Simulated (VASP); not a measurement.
# Zn8H (Fm-3m) in VASP: single point with PBE

Aim: the single point of Zn8H with PBE.

Everything below comes from runs of VASP 6.6.1. Logs are shortened: lines on timing, memory, paths and dates and some standing lists are left out, and cuts for length are marked.

### 1 The cell of the first run

Symmetry: Fm-3m, No. 225, cubic system. Conventional cell: a = 7.969 Å, b = 7.969 Å, c = 7.969 Å, α = 90.00°, β = 90.00°, γ = 90.00°. Zn (site symmetry -43m) has 12 Zn at 2.82 Å and 4 H at 3.45 Å within 3.7 Å. Within 2.7 Å of Zn (site symmetry 4mm) lie 1 H at 2.05 Å. H (site symmetry m-3m) has 6 Zn at 2.05 Å within 2.7 Å.

### 2 Single point, PBE

Contents of INCAR:

```
PREC = Accurate
ENCUT = 520
EDIFF = 1E-7
ISMEAR = 0
SIGMA = 0.1
LREAL = F
LASPH = T
NELM = 60
ALGO = Fast
ISIF = 2
LWAVE = F
LCHARG = F
GGA = PE
NBANDS = 58
```

Contents of KPOINTS:

```
Automatic mesh
0
Gamma
  6 6 6
```

Contents of POSCAR:

```
Zn8H
1.0
    0.0000000000      3.9847126309      3.9847126309
    3.9847126309      0.0000000000      3.9847126309
    3.9847126309      3.9847126309      0.0000000000
Zn H
8 1
Direct
    0.0000000000      0.0000000000      0.0000000000
   -0.0067200256     -0.0067200256      0.5067200256
   -0.0067200256      0.5067200256     -0.0067200256
   -0.0067200256      0.5067200256      0.5067200256
    0.5067200256     -0.0067200256     -0.0067200256
    0.5067200256     -0.0067200256      0.5067200256
    0.5067200256      0.5067200256     -0.0067200256
    0.5000000000      0.5000000000      0.5000000000
    0.2500000000      0.2500000000      0.2500000000
```

Potentials or basis: VASP PAW PBE potentials, release 64 (Zn, H).

Command:

```sh
cat potpaw_PBE.64/Zn/POTCAR potpaw_PBE.64/H/POTCAR > POTCAR
mpirun -np 1 vasp_std > vasp.out
```

OUTCAR:

```text
PREC = Accurate
   ENCUT = 520
   EDIFF = 1E-7
   ISMEAR = 0
   LREAL = F
   LASPH = T
   NELM = 60
   ISIF = 2
   GGA = PE

 ion  position               nearest neighbor table
   1  0.000  0.000  0.000-   2 2.82   3 2.82   5 2.82   3 2.82   4 2.82   7 2.82   2 2.82   4 2.82
                             6 2.82   5 2.82   6 2.82   7 2.82
   2  0.993  0.993  0.507-   3 2.74   4 2.74   5 2.74   6 2.74   1 2.82   8 2.82   8 2.82   1 2.82
                             6 2.89   3 2.89   5 2.89   4 2.89
   3  0.993  0.507  0.993-   2 2.74   4 2.74   5 2.74   7 2.74   1 2.82   8 2.82   8 2.82   1 2.82
                             5 2.89   4 2.89   2 2.89   7 2.89
   4  0.993  0.507  0.507-   2 2.74   3 2.74   6 2.74   7 2.74   8 2.82   8 2.82   1 2.82   1 2.82
                             6 2.89   3 2.89   7 2.89   2 2.89
   5  0.507  0.993  0.993-   2 2.74   3 2.74   6 2.74   7 2.74   1 2.82   8 2.82   8 2.82   1 2.82
                             6 2.89   3 2.89   2 2.89   7 2.89
   6  0.507  0.993  0.507-   2 2.74   4 2.74   5 2.74   7 2.74   8 2.82   8 2.82   1 2.82   1 2.82
                             5 2.89   4 2.89   7 2.89   2 2.89
   7  0.507  0.507  0.993-   3 2.74   4 2.74   5 2.74   6 2.74   8 2.82   8 2.82   1 2.82   1 2.82
                             5 2.89   4 2.89   6 2.89   3 2.89
   8  0.500  0.500  0.500-   4 2.82   6 2.82   7 2.82   3 2.82   5 2.82   7 2.82   2 2.82   5 2.82
                             6 2.82   2 2.82   3 2.82   4 2.82
   9  0.250  0.250  0.250-

  LATTYP: Found a face centered cubic cell.
 ALAT       =     7.9694252618

  Lattice vectors:

 A1 = (   0.0000000000,   3.9847126309,   3.9847126309)
 A2 = (   3.9847126309,   0.0000000000,   3.9847126309)
 A3 = (   3.9847126309,   3.9847126309,   0.0000000000)

Analysis of symmetry for initial positions (statically):
=====================================================================
 Subroutine PRICEL returns:
 Original cell was already a primitive cell.

 Routine SETGRP: Setting up the symmetry group for a
 face centered cubic supercell.

 Subroutine GETGRP returns: Found 48 space group operations
 (whereof 24 operations were pure point group operations)
 out of a pool of 48 trial point group operations.

The static configuration has the point symmetry T_d .
 The point group associated with its full space group is O_h .

Analysis of symmetry for dynamics (positions and initial velocities):
=====================================================================
 Subroutine PRICEL returns:
 Original cell was already a primitive cell.

 Routine SETGRP: Setting up the symmetry group for a
 face centered cubic supercell.

 Subroutine GETGRP returns: Found 48 space group operations
 (whereof 24 operations were pure point group operations)
 out of a pool of 48 trial point group operations.

The dynamic configuration has the point symmetry T_d .
 The point group associated with its full space group is O_h .

 Subroutine INISYM returns: Found 48 space group operations
 (whereof 24 operations are pure point group operations),
 and found     1 'primitive' translations

----------------------------------------------------------------------------------------

                                     Primitive cell

  volume of cell :     126.5380

  direct lattice vectors                    reciprocal lattice vectors
     0.000000000  3.984712631  3.984712631    -0.125479563  0.125479563  0.125479563
     3.984712631  0.000000000  3.984712631     0.125479563 -0.125479563  0.125479563
     3.984712631  3.984712631  0.000000000     0.125479563  0.125479563 -0.125479563

  length of vectors
     5.635234645  5.635234645  5.635234645     0.217336979  0.217336979  0.217336979

  position of ions in fractional coordinates (direct lattice)
     0.000000000  0.000000000  0.000000000
     0.993279974  0.993279974  0.506720026
     0.993279974  0.506720026  0.993279974
     0.993279974  0.506720026  0.506720026
     0.506720026  0.993279974  0.993279974
     0.506720026  0.993279974  0.506720026
     0.506720026  0.506720026  0.993279974
     0.500000000  0.500000000  0.500000000
     0.250000000  0.250000000  0.250000000

  ion indices of the primitive-cell ions
   primitive index   ion index
                 1           1
                 2           2
                 3           3
                 4           4
                 5           5
                 6           6
                 7           7
                 8           8
                 9           9

----------------------------------------------------------------------------------------

 KPOINTS: Automatic mesh

Automatic generation of k-mesh.
 Grid dimensions read from file:
 generate k-points for:    6    6    6

 Generating k-lattice:

  Cartesian coordinates                     Fractional coordinates (reciprocal lattice)
    -0.020913261  0.020913261  0.020913261     0.166666667  0.000000000  0.000000000
     0.020913261 -0.020913261  0.020913261     0.000000000  0.166666667  0.000000000
     0.020913261  0.020913261 -0.020913261     0.000000000  0.000000000  0.166666667

  Length of vectors
     0.036222830  0.036222830  0.036222830

  Shift w.r.t. Gamma in fractional coordinates (k-lattice)
     0.000000000  0.000000000  0.000000000

 Subroutine IBZKPT returns following result:
 ===========================================

 Found     16 irreducible k-points:

 Following reciprocal coordinates:
            Coordinates               Weight
  0.000000  0.000000  0.000000      1.000000
  0.166667  0.000000  0.000000      8.000000
  0.333333  0.000000  0.000000      8.000000
  0.500000  0.000000  0.000000      4.000000
  0.166667  0.166667  0.000000      6.000000
  0.333333  0.166667  0.000000     24.000000
[... 8 lines left out ...]
 -0.333333  0.333333  0.166667     24.000000
 -0.333333  0.500000  0.166667     12.000000
   k-points           NKPTS =     16   k-points in BZ     NKDIM =     16   number of bands    NBANDS=     58
   number of dos      NEDOS =    301   number of ions     NIONS =      9
   total plane-waves  NPLWV =  74088
   dimension x,y,z NGX =    42 NGY =   42 NGZ =   42
   dimension x,y,z NGXF=    84 NGYF=   84 NGZF=   84
   ions per type =               8   1
   NGX,Y,Z   is equivalent  to a cutoff of  12.39, 12.39, 12.39 a.u.
   NGXF,Y,Z  is equivalent  to a cutoff of  24.78, 24.78, 24.78 a.u.
 SYSTEM =  unknown system
   PREC   = accura    normal or accurate (medium, high low for compatibility)
   ISTART =      0    job   : 0-new  1-cont  2-samecut
   ICHARG =      2    charge: 1-file 2-atom 10-const
   ISPIN  =      1    spin polarized calculation?
   LNONCOLLINEAR =      F non collinear calculations
   LSORBIT =      F    spin-orbit coupling
   LASPH  =      T    aspherical Exc in radial PAW
   ENCUT  =  520.0 eV  38.22 Ry    6.18 a.u.  10.48 10.48 10.48*2*pi/ulx,y,z
   NELM   =     60;   NELMIN=  2; NELMDL= -5     # of ELM steps
   EDIFF  = 0.1E-06   stopping-criterion for ELM
   LREAL  =      F    real-space projection
   EDIFFG = 0.1E-05   stopping-criterion for IOM
   NSW    =      0    number of steps for IOM
   IBRION =     -1    ionic relax: 0-MD 1-quasi-New 2-CG
   NFREE  =      0    steps in history (QN), initial steepest desc. (CG)
   ISIF   =      2    stress and relaxation
   ISYM   =      2    0-nonsym 1-usesym 2-fastsym
   POTIM  = 0.5000    time-step for ionic-motion
   TEBEG  =    0.0;   TEEND  =   0.0 temperature during run
   PSTRESS=    0.0 pullay stress
   NELECT =      97.0000    total number of electrons
   NUPDOWN=      -1.0000    fix difference up-down
   EMIN   =  10.00;   EMAX   =-10.00  energy-range for DOS
   EFERMI =   0.00;   METHOD = LEGACY
   ISMEAR =     0;   SIGMA  =   0.10  broadening in eV -4-tet -1-fermi 0-gaus
   EFERMI_NEDOS =   21; number of points for ismear=-14 and -15
   IALGO  =     68    algorithm
   IMIX   =      4    mixing-type and parameters
     AMIX     =   0.40;   BMIX     =  1.00
     AMIX_MAG =   1.60;   BMIX_MAG =  1.00
  volume/ion in A,a.u.               =      14.06        94.88
  Fermi-wavevector in a.u.,A,eV,Ry     =   1.498276  2.831331 30.542768  2.244830
  Thomas-Fermi vector in A             =   2.610056
   LORBIT       =      0    0 simple, 1 ext, 2 COOP (PROOUT), +10 PAW based schemes
   GGA     = PE    functional components
   LHFCALC =     F    Hartree Fock is set to
   AEXX    =    0.0000 exact exchange contribution
   IVDW    =     0    specifies the selected vdW correction
   LEPSILON=     F    determine dielectric tensor
   LRPA    =     F    only Hartree local field effects (RPA)
 non-spin polarized calculation
 RMM-DIIS sequential band-by-band and
 Gauss-broadening in eV      SIGMA  =   0.10
  energy-cutoff  :      520.00
  volume of cell :      126.54
 maximum number of plane-waves:      3479
 NGX is ok and might be reduce to    42
   NGX = 21   NGY = 21   NGZ = 21

 number of electron      96.9999986 magnetization

 Free energy of the ion-electron system (eV)
  ---------------------------------------------------
  ext. energy  EPLUGINS =         0.00000000
  ---------------------------------------------------
  free energy    TOTEN  =       -10.82691655 eV

  energy without entropy =      -10.81174135  energy(sigma->0) =      -10.81932895

 E-fermi :   2.9290     XC(G=0): -11.4650

 val. band max:        2.8942183534   @ k =  -0.3333   0.1667   0.0000
 cond. band min:       2.9729014859   @ k =  -0.3333   0.3333   0.0000
 fundamental gap:      0.0786831325
 Fermi energy:         2.9290447219

 k-point     1 :       0.0000    0.0000    0.0000
  band No.  band energies     occupation
      1      -7.7048      2.00000
      2      -5.6146      2.00000
      3      -5.2861      2.00000
      4      -5.2861      2.00000
      5      -5.2861      2.00000
      6      -5.2614      2.00000
[... 50 lines left out ...]
     57      10.8188      0.00000
     58      11.0274      0.00000

 k-point     2 :       0.1667    0.0000    0.0000
  band No.  band energies     occupation
      1      -7.5253      2.00000
      2      -5.5769      2.00000
      3      -5.2753      2.00000
      4      -5.2232      2.00000
      5      -5.2232      2.00000
      6      -5.2084      2.00000
[... 50 lines left out ...]
     57       9.5104      0.00000
     58       9.5104      0.00000

 k-point     3 :       0.3333    0.0000    0.0000
  band No.  band energies     occupation
      1      -7.0381      2.00000
      2      -5.5408      2.00000
      3      -5.2455      2.00000
      4      -5.0908      2.00000
      5      -5.0827      2.00000
      6      -5.0827      2.00000
[... 728 lines left out ...]
      3      -5.0330      2.00000
      4      -4.9794      2.00000
      5      -4.9288      2.00000
      6      -4.9167      2.00000
[... 50 lines left out ...]
     57       8.6991      0.00000
     58       8.7721      0.00000

 k-point    16 :      -0.3333    0.5000    0.1667
  band No.  band energies     occupation
      1      -6.3720      2.00000
      2      -5.0527      2.00000
      3      -5.0475      2.00000
      4      -4.9049      2.00000
      5      -4.8870      2.00000
      6      -4.8472      2.00000
[... 50 lines left out ...]
     57       8.3923      0.00000
     58       9.3630      0.00000

------------------------ aborting loop because EDIFF is reached ----------------------------------------

  FORCE on cell =-STRESS in cart. coord.  units (eV):
  Direction    XX          YY          ZZ          XY          YZ          ZX
  --------------------------------------------------------------------------------------
  -------------------------------------------------------------------------------------
  Total        0.2138136      0.2138136      0.2138136      0.0000000      0.0000000      0.0000000
  in kB        2.7072287      2.7072287      2.7072287      0.0000000      0.0000000      0.0000000
  external PRESSURE =       2.7072287 kB  Pullay stress =       0.0000000 kB

 VOLUME and BASIS-vectors are now :
 -----------------------------------------------------------------------------
  energy-cutoff  :      520.00
  volume of cell :      126.54
      direct lattice vectors                 reciprocal lattice vectors
     0.000000000  3.984712631  3.984712631    -0.125479563  0.125479563  0.125479563
     3.984712631  0.000000000  3.984712631     0.125479563 -0.125479563  0.125479563
     3.984712631  3.984712631  0.000000000     0.125479563  0.125479563 -0.125479563

 POSITION                                       TOTAL-FORCE (eV/Angst)
 -----------------------------------------------------------------------------------
      0.00000      0.00000      0.00000         0.000000      0.000000      0.000000
      5.97707      5.97707      7.91587         0.000000      0.000000      0.001059
      5.97707      7.91587      5.97707         0.000000      0.001059      0.000000
      4.03827      5.97707      5.97707        -0.001059      0.000000      0.000000
      7.91587      5.97707      5.97707         0.001059      0.000000      0.000000
      5.97707      4.03827      5.97707         0.000000     -0.001059      0.000000
      5.97707      5.97707      4.03827         0.000000      0.000000     -0.001059
      3.98471      3.98471      3.98471         0.000000      0.000000      0.000000
      1.99236      1.99236      1.99236         0.000000      0.000000      0.000000
 -----------------------------------------------------------------------------------
    total drift:                               -0.000000     -0.000000      0.000000

  FREE ENERGIE OF THE ION-ELECTRON SYSTEM (eV)
  ---------------------------------------------------
  free  energy   TOTEN  =       -10.8269165538 eV

  energy  without entropy=      -10.8117413503  energy(sigma->0) =      -10.81932895
```

Run time: 2.2 min. Hardware: 1 thread of Intel Xeon Platinum 8259CL at 2.50GHz (Skylake/Cascade Lake), shared host; peak memory 0.29 GiB.

What came out:

* Free energy: -10.8269 eV
* Pressure: 0.3 GPa

Levels at points of the mesh, in eV from the Fermi level:
```csv
k point,band 45,band 46,band 47,band 48,band 49,band 50,band 51,band 52
"(0.00, 0.00, 0.00)",-2.73,-1.60,-1.60,-1.60,-1.41,-1.03,-1.03,-1.03
"(0.50, 0.00, 0.00)",-2.83,-2.83,-2.81,-2.81,0.99,1.86,1.96,1.96
"(0.50, 0.50, 0.00)",-4.56,-4.46,1.12,1.96,1.96,2.21,2.21,2.72
```
